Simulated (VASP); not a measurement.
Write the native input for VASP 6.6.1 that does the following.

```yaml
Task: single point
Functional: PBE
Potentials_or_basis: VASP PAW PBE potentials, release 64 (Ni, O)
Cutoff: 520 eV
k_mesh: 12 × 12 × 12
Occupations: gaussian, width 0.05 eV
Spin: collinear spin, ferromagnetic start
Starting_moments: "[2.0, 0.0] μB"
Dipole_correction: no
Further_INCAR_settings: ALGO = Normal; EDIFF = 1e-06; NBANDS = 19
```

The structure of NiO lies in POSCAR:

```
NiO
1.0
    0.0000000000      2.2409531277      2.2409531277
    2.2409531277      0.0000000000      2.2409531277
    2.2409531277      2.2409531277      0.0000000000
Ni O
1 1
Direct
    0.0000000000      0.0000000000      0.0000000000
    0.2500000000      0.2500000000      0.2500000000
```

One way to write it, as run:

INCAR

```
SYSTEM = NiO
PREC = Accurate
ENCUT = 520
EDIFF = 1E-6
ISMEAR = 0
SIGMA = 0.05
LREAL = .FALSE.
LASPH = .TRUE.
NELM = 150
ALGO = Normal
ISIF = 2
LWAVE = .FALSE.
LCHARG = .FALSE.
ISPIN = 2
MAGMOM = 2 0
LORBIT = 11
LMAXMIX = 4
GGA = PE
NBANDS = 19
```

KPOINTS

```
Automatic mesh
0
G
  12 12 12
  0 0 0
```

Potentials or basis: VASP PAW PBE potentials, release 64 (Ni, O).

The run is started by

```sh
$ cat potpaw_PBE.64/Ni/POTCAR potpaw_PBE.64/O/POTCAR > POTCAR
$ mpirun -np 1 vasp_std > vasp.out
```

Results of the run:

```json
{
  "Pressure": "0.2 GPa",
  "Net moment": "1.91 μB per cell",
  "Site moments": "Ni +1.49; O +0.36 μB",
  "Valence electrons inside the program's atomic spheres": "Ni 9.10; O 4.97"
}
```

Caveat: a cell with one magnetic atom can't hold antiferromagnetic order, which such compounds often take.

Run time: 56 s on 1 thread of AMD EPYC 7R43 64-Core Processor (Zen 3), on a shared host, peak memory 0.14 GiB.
